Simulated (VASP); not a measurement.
Nb, 1 atom in the cell. Symmetry: I4/mmm, No. 139, tetragonal system. Conventional cell: a = 2.991 Å, b = 2.991 Å, c = 4.272 Å, α = 90.00°, β = 90.00°, γ = 90.00°. Nb (site symmetry 4/mmm) has 12 Nb at 2.99 to 3.01 Å within 3.9 Å. This isn't the form of Nb at room conditions, which is bcc. This cell differs from its parent crystal: strain +0.0100 x Voigt [0, 0, 1, 0, 0, 0].

* Program: VASP 6.6.1
* Task: single point
* Functional: r2SCAN
* Potentials or basis: VASP PAW PBE potentials, release 64 (Nb_sv)
* Cutoff: 520 eV
* k mesh: 20 × 20 × 20
* Occupations: gaussian, width 0.15 eV
* Spin: no spin polarisation
* Dipole correction: no
* Further INCAR settings: ALGO = Normal; EDIFF = 1e-06; NBANDS = 12

Potentials or basis: VASP PAW PBE potentials, release 64 (Nb_sv).

Command:

```bash
$ cat potpaw_PBE.64/Nb_sv/POTCAR > POTCAR
$ cp INCAR.step1 INCAR
$ mpirun -np 1 vasp_std > vasp.out
$ cp INCAR.step2 INCAR
$ mpirun -np 1 vasp_std > vasp.out
```

Hardware: 1 thread of Intel(R) Xeon(R) Platinum 8488C (Sapphire Rapids), on a shared host.

Task: Estimate the wall time of this run.

Result: It took 3.3 min on 1 thread of Intel(R) Xeon(R) Platinum 8488C (Sapphire Rapids) (shared host), peak memory 0.25 GiB. Counts: k points 641.
